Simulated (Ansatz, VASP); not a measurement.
Two plane-wave programs on SnO

```xyz
4
Lattice="3.8020 0.0000 0.0000 0.0000 3.8020 0.1663 0.0000 0.2116 4.8360" Properties=species:S:1:pos:R:3 pbc="T T T"
Sn    0.0000    1.9515    1.2366
Sn    1.9010    0.1611    3.6826
O     0.0000    0.0000    0.0000
O     1.9010    1.9010    0.0832
```

Change from the starting cell: strain +0.0875 x Voigt [0, 0, 0, 1, 0, 0], atoms carried along.

Alike in both runs: task single point; functional PBEsol; dispersion D3(BJ); k mesh 12 × 12 × 10; occupations gaussian, width 0.15 eV; no spin polarisation.

|  | VASP | Ansatz |
| --- | --- | --- |
| version | VASP 6.6.1 | Ansatz 0.2.0 |
| potentials or method | VASP PAW PBE potentials, release 64 (Sn_d, O), cutoff 520 eV | scalar-relativistic, plane waves, PAW |
| valence electrons in the cell | 40 | 40 |

|  | VASP | Ansatz | Ansatz less VASP |
| --- | --- | --- | --- |
| pressure (GPa) | -0.9 | -1.2 | -0.24 |
| traceless stress, the component that is largest in VASP (GPa) | -4.75 | -4.65 | +0.100 |
| rms of the force components (eV/Å) | 0.292 | 0.269 | -0.0232 |

VASP's potentials were made for PBE, not for PBEsol. Atom by atom the forces differ by 0.037 eV/Å (rms over components).
